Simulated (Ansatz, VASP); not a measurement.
## One calculation of Cu, two programs

File INCAR:

```
SYSTEM = Cu
PREC = Accurate
ENCUT = 600
EDIFF = 1E-6
ISMEAR = 0
SIGMA = 0.014
LREAL = .FALSE.
LASPH = .TRUE.
NELM = 120
ALGO = Normal
ISIF = 2
LWAVE = .FALSE.
LCHARG = .FALSE.
GGA = PE
NBANDS = 12
GGA_COMPAT = .FALSE.
```

File KPOINTS:

```
regular mesh
0
G
  13 13 13
  0 0 0
```

Contents of POSCAR:

```
Cu
1.0
    0.0000000000      1.8075000000      1.8075000000
    1.8075000000      0.0000000000      1.8075000000
    1.8075000000      1.8075000000      0.0000000000
Cu
1
Direct
    0.0000000000      0.0000000000      0.0000000000
```

Contents of input.yaml:

```yaml
crystal:
  lattice:
    - [0.0, 1.8075, 1.8075]
    - [1.8075, 0.0, 1.8075]
    - [1.8075, 1.8075, 0.0]
  atoms:
    - { symbol: Cu, position: [0.0, 0.0, 0.0] }
hamiltonian:
  xc: pbe
  pseudopotentials: { kind: paw }
kpoints:
  mp_grid: { grid: [13, 13, 13] }
scf:
  occupations: { method: gaussian, width: 0.014 }
output:
  forces: true
  stress: true
  eigenvalues: true
```

Alike in both runs: task single point; functional PBE; k mesh 13 × 13 × 13; occupations gaussian, width 0.014 eV; no spin polarisation.

|  | VASP | Ansatz |
| --- | --- | --- |
| version | VASP 6.6.1 | Ansatz 0.2.0 |
| potentials or method | VASP PAW PBE potentials, release 64 (Cu) | Ansatz PAW |
| plane-wave cutoff (eV) | 600 | 420 |
| valence electrons in the cell | 11 | 19 |

```csv
,VASP,Ansatz,Ansatz less VASP
gap on the k mesh at the Fermi level (eV),none,none,-
pressure (GPa),2.3,1.7,-0.59
```

A gap of «none» marks a metal or a gap that the smearing closes. VASP's potentials hold 11 valence electrons a cell and Ansatz's 19, so a difference there can come from the potentials and not from the codes.
